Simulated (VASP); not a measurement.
Write the native input for VASP 6.6.1 that does the following.

* Task: single point
* Functional: r2SCAN
* Potentials or basis: VASP PAW PBE potentials, release 64 (Mg, B)
* Cutoff: 520 eV
* k mesh: 9 × 9 × 9
* Occupations: fermi-dirac, width 0.05 eV
* Spin: no spin polarisation
* Dipole correction: no
* Further INCAR settings: ALGO = Normal; EDIFF = 1e-06; NBANDS = 10

Crystal: MgB.

```
Mg B
1.0
     2.79603    0.00000    0.00000
     0.00000    2.79603    0.00000
     0.00000    0.00000    2.79603
Mg B
1 1
Direct
  0.00000 0.00000 0.00000
  0.50000 0.50000 0.50000
```

The input as run:

POSCAR

```
MgB
1.0
    2.7960272090      0.0000000000      0.0000000000
    0.0000000000      2.7960272090      0.0000000000
    0.0000000000      0.0000000000      2.7960272090
Mg B
1 1
Direct
    0.0000000000      0.0000000000      0.0000000000
    0.5000000000      0.5000000000      0.5000000000
```

INCAR.step1

```
SYSTEM = MgB
  PREC = Accurate
  ENCUT = 520
  ISMEAR = -1
  SIGMA = 0.05
  LREAL = .False.
  LASPH = .True.
  NELM = 80
  NBANDS = 10
  GGA = PE
  ALGO = Normal
  EDIFF = 1E-4
  LWAVE = .True.
  LCHARG = .False.
```

INCAR.step2

```
SYSTEM = MgB
  PREC = Accurate
  ENCUT = 520
  EDIFF = 1E-6
  ISMEAR = -1
  SIGMA = 0.05
  LREAL = .False.
  LASPH = .True.
  NELM = 80
  ALGO = Normal
  ISIF = 2
  LWAVE = .False.
  LCHARG = .False.
  METAGGA = R2SCAN
  LMIXTAU = .True.
  NBANDS = 10
  ISTART = 1
```

KPOINTS

```
Automatic mesh
0
Gamma
  9 9 9
  0 0 0
```

Potentials or basis: VASP PAW PBE potentials, release 64 (Mg, B).

The run is started by

```console
$ cat potpaw_PBE.64/Mg/POTCAR potpaw_PBE.64/B/POTCAR > POTCAR
$ cp INCAR.step1 INCAR
$ mpirun -np 1 vasp_std > vasp.out
$ cp INCAR.step2 INCAR
$ mpirun -np 1 vasp_std > vasp.out
```

Results of the run:

```json
{
 "Pressure": "9.6 GPa",
 "Band gap on the k mesh": "zero (an odd number of electrons rules out a gap without spin polarisation)"
}
```

Caveat: the cell stands under pressure; the PAW data sets were made with another functional, which shifts forces and pressure a little.

Wall time 26 s on 1 thread of Intel Xeon 8259CL, on a shared host, peak memory 0.14 GiB.
